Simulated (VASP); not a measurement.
# In2O3 (P-3m1) in VASP: settings compared

In2O3 is run at these levels: LDA, PBE, PBEsol; tasks: single point.

All numbers are computed with VASP 6.6.1; they aren't measurements. Logs are shortened: lines on timing, memory, paths and dates and some standing lists are left out, and cuts for length are marked.

**1. The cell of the first run**

It takes space group P-3m1 (No. 164, trigonal). Conventional cell: a = 3.398 Å, b = 3.398 Å, c = 5.963 Å, α = 90.00°, β = 90.00°, γ = 120.00°. Within 2.7 Å of In (site symmetry 3m) lie 7 O at 2.07 to 2.47 Å. O (site symmetry -3m) has 6 In at 2.42 Å and 6 O at 2.85 Å within 3.2 Å. Within 2.7 Å of O (site symmetry 3m) lie 4 In at 2.07 to 2.47 Å and 3 O at 2.67 Å.

**2. Single point, LDA**

File INCAR:

```
SYSTEM = In2O3
PREC     = Accurate       ! precision mode
ENCUT    = 520            ! plane-wave cutoff, eV
EDIFF    = 1E-7           ! SCF threshold, eV
ISMEAR   = -1             ! smearing method
SIGMA    = 0.02           ! smearing width, eV
LREAL    = .FALSE.        ! projectors in reciprocal space
LASPH    = .TRUE.         ! aspherical terms in the spheres
NELM     = 100            ! most SCF steps
ALGO     = Normal         ! electronic algorithm
ISIF     = 2              ! what is computed and relaxed
LWAVE    = .FALSE.        ! write WAVECAR
LCHARG   = .FALSE.        ! write CHGCAR
NBANDS   = 30             ! bands
```

File KPOINTS:

```
Automatic mesh
0
G
  12 12 4
  0 0 0
```

File POSCAR:

```
In2O3
1.0
    3.3976274657      0.0000000000      0.0000000000
   -1.6988137329      2.9424316979      0.0000000000
    0.0000000000      0.0000000000      5.9634064533
In O
2 3
Direct
    0.3333333333      0.6666666667      0.2379622561
    0.6666666667      0.3333333333      0.7620377439
    0.0000000000      0.0000000000      0.0000000000
    0.3333333333      0.6666666667      0.6522495903
    0.6666666667      0.3333333333      0.3477504097
```

Potentials or basis: VASP PAW LDA potentials, release 64 (In_d, O).

The run is started by

```
$ cat potpaw_LDA.64/In_d/POTCAR potpaw_LDA.64/O/POTCAR > POTCAR
$ mpirun -np 1 vasp_std > vasp.out
```

OUTCAR:

```text
SYSTEM = In2O3
   PREC = Accurate
   ENCUT = 520
   EDIFF = 1E-7
   ISMEAR = -1
   LREAL = .FALSE.
   LASPH = .TRUE.
   NELM = 100
   ISIF = 2

 ion  position               nearest neighbor table
   1  0.333  0.667  0.238-   5 2.07   5 2.07   5 2.07   3 2.42   3 2.42   3 2.42   4 2.47   2 3.45
                             2 3.45   2 3.45   2 3.69   2 3.69   2 3.69
   2  0.667  0.333  0.762-   4 2.07   4 2.07   4 2.07   3 2.42   3 2.42   3 2.42   5 2.47   1 3.45
                             1 3.45   1 3.45   1 3.69   1 3.69   1 3.69
   3  0.000  0.000  0.000-   1 2.42   2 2.42   2 2.42   1 2.42   2 2.42   1 2.42
   4  0.333  0.667  0.652-   2 2.07   2 2.07   2 2.07   1 2.47
   5  0.667  0.333  0.348-   1 2.07   1 2.07   1 2.07   2 2.47

  LATTYP: Found a hexagonal cell.
 ALAT       =     3.3976274657
 C/A-ratio  =     1.7551678380

  Lattice vectors:

 A1 = (   3.3976274657,   0.0000000000,   0.0000000000)
 A2 = (  -1.6988137329,   2.9424316979,   0.0000000000)
 A3 = (   0.0000000000,   0.0000000000,   5.9634064533)

Analysis of symmetry for initial positions (statically):
=====================================================================
 Subroutine PRICEL returns:
 Original cell was already a primitive cell.

 Routine SETGRP: Setting up the symmetry group for a
 hexagonal supercell.

 Subroutine GETGRP returns: Found 12 space group operations
 (whereof 12 operations were pure point group operations)
 out of a pool of 24 trial point group operations.

The static configuration has the point symmetry D_3d.

Analysis of symmetry for dynamics (positions and initial velocities):
=====================================================================
 Subroutine PRICEL returns:
 Original cell was already a primitive cell.

 Routine SETGRP: Setting up the symmetry group for a
 hexagonal supercell.

 Subroutine GETGRP returns: Found 12 space group operations
 (whereof 12 operations were pure point group operations)
 out of a pool of 24 trial point group operations.

The dynamic configuration has the point symmetry D_3d.

 Subroutine INISYM returns: Found 12 space group operations
 (whereof 12 operations are pure point group operations),
 and found     1 'primitive' translations

----------------------------------------------------------------------------------------

[... 91 lines left out ...]
   ICHARG =      2    charge: 1-file 2-atom 10-const
   ISPIN  =      1    spin polarized calculation?
   LNONCOLLINEAR =      F non collinear calculations
   LSORBIT =      F    spin-orbit coupling
   LASPH  =      T    aspherical Exc in radial PAW
   ENCUT  =  520.0 eV  38.22 Ry    6.18 a.u.   6.32  6.32 11.09*2*pi/ulx,y,z
   NELM   =    100;   NELMIN=  2; NELMDL= -5     # of ELM steps
   EDIFF  = 0.1E-06   stopping-criterion for ELM
   LREAL  =      F    real-space projection
   EDIFFG = 0.1E-05   stopping-criterion for IOM
   NSW    =      0    number of steps for IOM
   IBRION =     -1    ionic relax: 0-MD 1-quasi-New 2-CG
   NFREE  =      0    steps in history (QN), initial steepest desc. (CG)
   ISIF   =      2    stress and relaxation
   ISYM   =      2    0-nonsym 1-usesym 2-fastsym
   POTIM  = 0.5000    time-step for ionic-motion
   TEBEG  =    0.0;   TEEND  =   0.0 temperature during run
   PSTRESS=    0.0 pullay stress
   NELECT =      44.0000    total number of electrons
   NUPDOWN=      -1.0000    fix difference up-down
   EMIN   =  10.00;   EMAX   =-10.00  energy-range for DOS
   EFERMI =   0.00;   METHOD = LEGACY
   ISMEAR =    -1;   SIGMA  =   0.02  broadening in eV -4-tet -1-fermi 0-gaus
   EFERMI_NEDOS =   21; number of points for ismear=-14 and -15
   IALGO  =     38    algorithm
   IMIX   =      4    mixing-type and parameters
     AMIX     =   0.40;   BMIX     =  1.00
     AMIX_MAG =   1.60;   BMIX_MAG =  1.00
  volume/ion in A,a.u.               =      11.92        80.46
  Fermi-wavevector in a.u.,A,eV,Ry     =   1.479450  2.795755 29.780043  2.188771
  Thomas-Fermi vector in A             =   2.593606
   LORBIT       =      0    0 simple, 1 ext, 2 COOP (PROOUT), +10 PAW based schemes
   GGA     = CA    functional components
   LHFCALC =     F    Hartree Fock is set to
   AEXX    =    0.0000 exact exchange contribution
   IVDW    =     0    specifies the selected vdW correction
   LEPSILON=     F    determine dielectric tensor
   LRPA    =     F    only Hartree local field effects (RPA)
 non-spin polarized calculation
  energy-cutoff  :      520.00
  volume of cell :       59.62
 maximum number of plane-waves:      1630
 NGX is ok and might be reduce to    28
   NGX = 13   NGY = 13   NGZ = 23

 number of electron      44.0000006 magnetization

 Free energy of the ion-electron system (eV)
  ---------------------------------------------------
  ext. energy  EPLUGINS =         0.00000000
  ---------------------------------------------------
  free energy    TOTEN  =       -31.15530543 eV

  energy without entropy =      -31.15530543  energy(sigma->0) =      -31.15530543

 E-fermi :   6.7941     XC(G=0): -12.1365

 val. band max:        6.3453620287   @ k =   0.3333   0.3333   0.0000
 cond. band min:       7.1929413035   @ k =   0.0000   0.0000   0.0000
 fundamental gap:      0.8475792748
 Fermi energy:         6.7940770785

 k-point     1 :       0.0000    0.0000    0.0000
  band No.  band energies     occupation
      1     -11.5930      2.00000
      2     -10.4764      2.00000
      3      -9.6393      2.00000
      4      -6.2904      2.00000
      5      -6.2904      2.00000
      6      -6.2514      2.00000
[... 781 lines left out ...]
     29      18.6562      0.00000
     30      19.1766      0.00000

 [... further k-points ...]
[... 5 lines left out ...]
  --------------------------------------------------------------------------------------
  -------------------------------------------------------------------------------------
  Total        0.3462488      0.3462488      0.1419697     -0.0000000      0.0000000      0.0000000
  in kB        9.3051261      9.3051261      3.8153077     -0.0000000      0.0000000      0.0000000
  external PRESSURE =       7.4751867 kB  Pullay stress =       0.0000000 kB

 VOLUME and BASIS-vectors are now :
 -----------------------------------------------------------------------------
  energy-cutoff  :      520.00
  volume of cell :       59.62
      direct lattice vectors                 reciprocal lattice vectors
     3.397627466  0.000000000  0.000000000     0.294323027  0.169927479  0.000000000
    -1.698813733  2.942431698  0.000000000     0.000000000  0.339854958  0.000000000
     0.000000000  0.000000000  5.963406453     0.000000000  0.000000000  0.167689392

 POSITION                                       TOTAL-FORCE (eV/Angst)
 -----------------------------------------------------------------------------------
     -0.00000      1.96162      1.41907         0.000000      0.000000      0.007524
      1.69881      0.98081      4.54434        -0.000000      0.000000     -0.007524
      0.00000      0.00000      0.00000         0.000000      0.000000     -0.000000
     -0.00000      1.96162      3.88963         0.000000      0.000000     -0.013123
      1.69881      0.98081      2.07378         0.000000     -0.000000      0.013123
 -----------------------------------------------------------------------------------
    total drift:                                0.000000     -0.000000      0.000000

  FREE ENERGIE OF THE ION-ELECTRON SYSTEM (eV)
  ---------------------------------------------------
  free  energy   TOTEN  =       -31.1553054313 eV

  energy  without entropy=      -31.1553054313  energy(sigma->0) =      -31.15530543
```

OSZICAR:

```text
N       E                     dE             d eps       ncg     rms          rms(c)
DAV:   1     0.479830138878E+03    0.47983E+03   -0.21557E+04  4288   0.214E+03
DAV:   2     0.340116529831E+02   -0.44582E+03   -0.42140E+03  4316   0.516E+02
DAV:   3    -0.329373848693E+02   -0.66949E+02   -0.65010E+02  4862   0.191E+02
DAV:   4    -0.360869270680E+02   -0.31495E+01   -0.31348E+01  5030   0.426E+01
DAV:   5    -0.361758848903E+02   -0.88958E-01   -0.88939E-01  5364   0.702E+00    0.163E+01
DAV:   6    -0.312640935018E+02    0.49118E+01   -0.15069E+01  6400   0.592E+01    0.121E+01
DAV:   7    -0.312447304619E+02    0.19363E-01   -0.15706E+00  4496   0.975E+00    0.316E+00
DAV:   8    -0.311811963788E+02    0.63534E-01   -0.13595E-01  6382   0.304E+00    0.137E+00
DAV:   9    -0.311566356761E+02    0.24561E-01   -0.24738E-02  6452   0.237E+00    0.340E-01
DAV:  10    -0.311552872546E+02    0.13484E-02   -0.69194E-03  5624   0.715E-01    0.136E-01
DAV:  11    -0.311553389833E+02   -0.51729E-04   -0.20618E-03  6248   0.404E-01    0.786E-02
DAV:  12    -0.311553051659E+02    0.33817E-04   -0.22655E-04  6370   0.139E-01    0.191E-02
DAV:  13    -0.311553056516E+02   -0.48566E-06   -0.39895E-05  5216   0.491E-02    0.645E-03
DAV:  14    -0.311553054850E+02    0.16663E-06   -0.24312E-06  5302   0.122E-02    0.284E-03
DAV:  15    -0.311553054313E+02    0.53674E-07   -0.35086E-07  4544   0.527E-03
   1 F= -.31155305E+02 E0= -.31155305E+02  d E =-.719368E-11
```

stdout:

```text
POSCAR found type information on POSCAR InO
 POSCAR found :  2 types and       5 ions
 scaLAPACK will be used
 LDA part: xc-table for (Slater(with rela. corr.)+CA(PZ))
 , standard interpolation
 POSCAR, INCAR and KPOINTS ok, starting setup
 FFT: planning ... GRIDC
 FFT: planning ... GRID_SOFT
 FFT: planning ... GRID
 WAVECAR not read
 entering main loop
```

Wall time 1.8 min (1 thread of AMD EPYC 7R13 (Zen 3), shared host); peak memory 0.19 GiB.

Results:

| Quantity | Value |
| --- | --- |
| Free energy | -31.1553 eV |
| Pressure | 0.7 GPa |
| Largest force | 0.013 eV/Å |
| Band gap on the k mesh | 0.85 eV, indirect (least direct gap 0.92 eV) |

Forces in eV/Å, atoms in the order of the input:
```
In   0.000  0.000  0.008
In   0.000  0.000 -0.008
O    0.000  0.000  0.000
O    0.000  0.000 -0.013
O    0.000  0.000  0.013
```

Stress tensor (GPa, compression positive):
```
0.93 0.00 0.00
0.00 0.93 0.00
0.00 0.00 0.38
```

Levels at points of the mesh, in eV from the valence-band top:
| k point | band 18 | band 19 | band 20 | band 21 | band 22 | band 23 | band 24 | band 25 | band 26 | band 27 |
| --- | --- | --- | --- | --- | --- | --- | --- | --- | --- | --- |
| (0.00, 0.00, 0.00) | -1.16 | -1.16 | -0.57 | -0.57 | -0.07 | 0.85 | 5.30 | 6.08 | 11.04 | 11.04 |
| (0.50, 0.00, 0.00) | -1.56 | -1.41 | -1.10 | -0.62 | -0.31 | 3.97 | 6.34 | 7.23 | 9.60 | 10.27 |
| (0.00, 0.00, 0.50) | -1.54 | -0.83 | -0.83 | -0.70 | -0.70 | 3.03 | 4.06 | 5.63 | 10.13 | 10.13 |
| (0.50, 0.00, 0.50) | -2.57 | -1.92 | -1.28 | -0.25 | -0.01 | 4.41 | 6.18 | 6.53 | 8.86 | 9.74 |

Caveat: spin-orbit coupling is left out, which moves the levels of the heavy elements. As with any semilocal functional, this LDA gap is likely too small.

**3. Single point, PBE**

This run uses another cell than the first one, of 12.35 Å³/atom, 1.036 times its volume.

File INCAR:

```
SYSTEM = In2O3
PREC = Accurate
ENCUT = 520
EDIFF = 1E-7
ISMEAR = -1
SIGMA = 0.02
LREAL = .False.
LASPH = .True.
NELM = 100
ALGO = Normal
ISIF = 2
LWAVE = .False.
LCHARG = .True.
GGA = PE
LELF = .True.
LVHAR = .True.
NBANDS = 30
```

File KPOINTS:

```
regular mesh
0
Gamma
  12 12 4
  0 0 0
```

File POSCAR:

```
In2O3
1.0
    3.4198147543      0.0000000000      0.0000000000
   -1.7099073772      2.9616464535      0.0000000000
    0.0000000000      0.0000000000      6.0963728731
In O
2 3
Direct
    0.3333333333      0.6666666667      0.2370774608
    0.6666666667      0.3333333333      0.7629225392
    0.0000000000      0.0000000000      0.0000000000
    0.3333333333      0.6666666667      0.6542361063
    0.6666666667      0.3333333333      0.3457638937
```

Potentials or basis: VASP PAW PBE potentials, release 64 (In_d, O).

The run is started by

```
$ cat potpaw_PBE.64/In_d/POTCAR potpaw_PBE.64/O/POTCAR > POTCAR
$ mpirun -np 1 vasp_std > vasp.out
```

OUTCAR:

```text
SYSTEM = In2O3
   PREC = Accurate
   ENCUT = 520
   EDIFF = 1E-7
   ISMEAR = -1
   LREAL = .False.
   LASPH = .True.
   NELM = 100
   ISIF = 2
   GGA = PE

 ion  position               nearest neighbor table
   1  0.333  0.667  0.237-   5 2.08   5 2.08   5 2.08   3 2.45   3 2.45   3 2.45   4 2.54   2 3.50
                             2 3.50   2 3.50   2 3.76   2 3.76   2 3.76
   2  0.667  0.333  0.763-   4 2.08   4 2.08   4 2.08   3 2.45   3 2.45   3 2.45   5 2.54   1 3.50
                             1 3.50   1 3.50   1 3.76   1 3.76   1 3.76
   3  0.000  0.000  0.000-   1 2.45   2 2.45   2 2.45   1 2.45   2 2.45   1 2.45
   4  0.333  0.667  0.654-   2 2.08   2 2.08   2 2.08   1 2.54
   5  0.667  0.333  0.346-   1 2.08   1 2.08   1 2.08   2 2.54

  LATTYP: Found a hexagonal cell.
 ALAT       =     3.4198147543
 C/A-ratio  =     1.7826617262

  Lattice vectors:

 A1 = (   3.4198147543,   0.0000000000,   0.0000000000)
 A2 = (  -1.7099073772,   2.9616464535,   0.0000000000)
 A3 = (   0.0000000000,   0.0000000000,   6.0963728731)

Analysis of symmetry for initial positions (statically):
=====================================================================
 Subroutine PRICEL returns:
 Original cell was already a primitive cell.

 Routine SETGRP: Setting up the symmetry group for a
 hexagonal supercell.

 Subroutine GETGRP returns: Found 12 space group operations
 (whereof 12 operations were pure point group operations)
 out of a pool of 24 trial point group operations.

The static configuration has the point symmetry D_3d.

Analysis of symmetry for dynamics (positions and initial velocities):
=====================================================================
 Subroutine PRICEL returns:
 Original cell was already a primitive cell.

 Routine SETGRP: Setting up the symmetry group for a
 hexagonal supercell.

[... 123 lines left out ...]
   EMIN   =  10.00;   EMAX   =-10.00  energy-range for DOS
   EFERMI =   0.00;   METHOD = LEGACY
   ISMEAR =    -1;   SIGMA  =   0.02  broadening in eV -4-tet -1-fermi 0-gaus
   EFERMI_NEDOS =   21; number of points for ismear=-14 and -15
   IALGO  =     38    algorithm
   IMIX   =      4    mixing-type and parameters
     AMIX     =   0.40;   BMIX     =  1.00
     AMIX_MAG =   1.60;   BMIX_MAG =  1.00
  volume/ion in A,a.u.               =      12.35        83.34
  Fermi-wavevector in a.u.,A,eV,Ry     =   1.462256  2.763262 29.091859  2.138191
  Thomas-Fermi vector in A             =   2.578491
   LORBIT       =      0    0 simple, 1 ext, 2 COOP (PROOUT), +10 PAW based schemes
   GGA     = PE    functional components
   LHFCALC =     F    Hartree Fock is set to
   AEXX    =    0.0000 exact exchange contribution
   IVDW    =     0    specifies the selected vdW correction
   LEPSILON=     F    determine dielectric tensor
   LRPA    =     F    only Hartree local field effects (RPA)
 non-spin polarized calculation
  energy-cutoff  :      520.00
  volume of cell :       61.75
 maximum number of plane-waves:      1690
 NGX is ok and might be reduce to    28
   NGX = 13   NGY = 13   NGZ = 23

 number of electron      44.0000001 magnetization

 Free energy of the ion-electron system (eV)
  ---------------------------------------------------
  ext. energy  EPLUGINS =         0.00000000
  ---------------------------------------------------
  free energy    TOTEN  =       -26.98536618 eV

  energy without entropy =      -26.98536618  energy(sigma->0) =      -26.98536618

 E-fermi :   6.6460     XC(G=0): -11.4338

 val. band max:        6.2161278509   @ k =   0.2500   0.0000   0.2500
 cond. band min:       6.9901009253   @ k =   0.0000   0.0000   0.0000
 fundamental gap:      0.7739730744
 Fermi energy:         6.6460153811

 k-point     1 :       0.0000    0.0000    0.0000
  band No.  band energies     occupation
      1     -11.7287      2.00000
      2     -10.7775      2.00000
      3      -9.9547      2.00000
      4      -6.4756      2.00000
      5      -6.4756      2.00000
      6      -6.4401      2.00000
[... 781 lines left out ...]
     29      18.3736      0.00000
     30      19.0859      0.00000

 [... further k-points ...]
[... 5 lines left out ...]
  --------------------------------------------------------------------------------------
  -------------------------------------------------------------------------------------
  Total        2.9976299      2.9976299      2.2383483     -0.0000000      0.0000000     -0.0000000
  in kB       77.7823889     77.7823890     58.0805793     -0.0000000      0.0000000     -0.0000000
  external PRESSURE =      71.2151191 kB  Pullay stress =       0.0000000 kB

 VOLUME and BASIS-vectors are now :
 -----------------------------------------------------------------------------
  energy-cutoff  :      520.00
  volume of cell :       61.75
      direct lattice vectors                 reciprocal lattice vectors
     3.419814754  0.000000000  0.000000000     0.292413500  0.168825013  0.000000000
    -1.709907377  2.961646454  0.000000000     0.000000000  0.337650025  0.000000000
     0.000000000  0.000000000  6.096372873     0.000000000  0.000000000  0.164031961

 POSITION                                       TOTAL-FORCE (eV/Angst)
 -----------------------------------------------------------------------------------
     -0.00000      1.97443      1.44531         0.000000      0.000000     -0.180976
      1.70991      0.98722      4.65106        -0.000000      0.000000      0.180976
      0.00000      0.00000      0.00000         0.000000      0.000000      0.000000
     -0.00000      1.97443      3.98847         0.000000      0.000000     -0.204428
      1.70991      0.98722      2.10791        -0.000000     -0.000000      0.204428
 -----------------------------------------------------------------------------------
    total drift:                                0.000000     -0.000000     -0.000000

  FREE ENERGIE OF THE ION-ELECTRON SYSTEM (eV)
  ---------------------------------------------------
  free  energy   TOTEN  =       -26.9853661828 eV

  energy  without entropy=      -26.9853661827  energy(sigma->0) =      -26.98536618
```

Run time: 2.1 min. Hardware: 1 thread of AMD EPYC 7R13 (Zen 3), shared host; peak memory 0.22 GiB.

What came out:

```yaml
Free_energy: -26.9854 eV
Pressure: 7.1 GPa
Largest_force: 0.204 eV/Å
Band_gap_on_the_k_mesh: 0.77 eV, indirect (least direct gap 0.79 eV)
```

Forces in eV/Å, atoms in the order of the input:
```
In   0.000  0.000 -0.181
In   0.000  0.000  0.181
O    0.000  0.000  0.000
O    0.000  0.000 -0.204
O    0.000  0.000  0.204
```

Caveat: spin-orbit coupling is left out, which moves the levels of the heavy elements.

[end of part 1 of 3]
